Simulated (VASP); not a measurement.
Input of a VASP 6.6.1 run:

The input INCAR:

```
SYSTEM = K
PREC     = Accurate       ! precision mode
ENCUT    = 520            ! plane-wave cutoff, eV
EDIFF    = 1E-6           ! SCF threshold, eV
ISMEAR   = 0              ! smearing method
SIGMA    = 0.05           ! smearing width, eV
LREAL    = .False.        ! projectors in reciprocal space
LASPH    = .True.         ! aspherical terms in the spheres
NELM     = 80             ! most SCF steps
ALGO     = Fast           ! electronic algorithm
ISIF     = 2              ! what is computed and relaxed
LWAVE    = .False.        ! write WAVECAR
LCHARG   = .False.        ! write CHGCAR
GGA      = PE             ! functional
NBANDS   = 10             ! bands
```

Contents of KPOINTS:

```
Automatic mesh
0
Gamma
  6 6 6
  0 0 0
```

Contents of POSCAR:

```
K
1.0
   -2.6150000000      2.6150000000      2.6150000000
    2.6150000000     -2.6150000000      2.6150000000
    2.6150000000      2.6150000000     -2.6150000000
K
1
Direct
    0.0000000000      0.0000000000      0.0000000000
```

Potentials or basis: VASP PAW PBE potentials, release 64 (K_sv).

The run is started by

```sh
$ cat potpaw_PBE.64/K_sv/POTCAR > POTCAR
$ mpirun -np 1 vasp_std > vasp.out
```

(1) Estimate the pressure.

Answers

(1) 0.1 GPa.
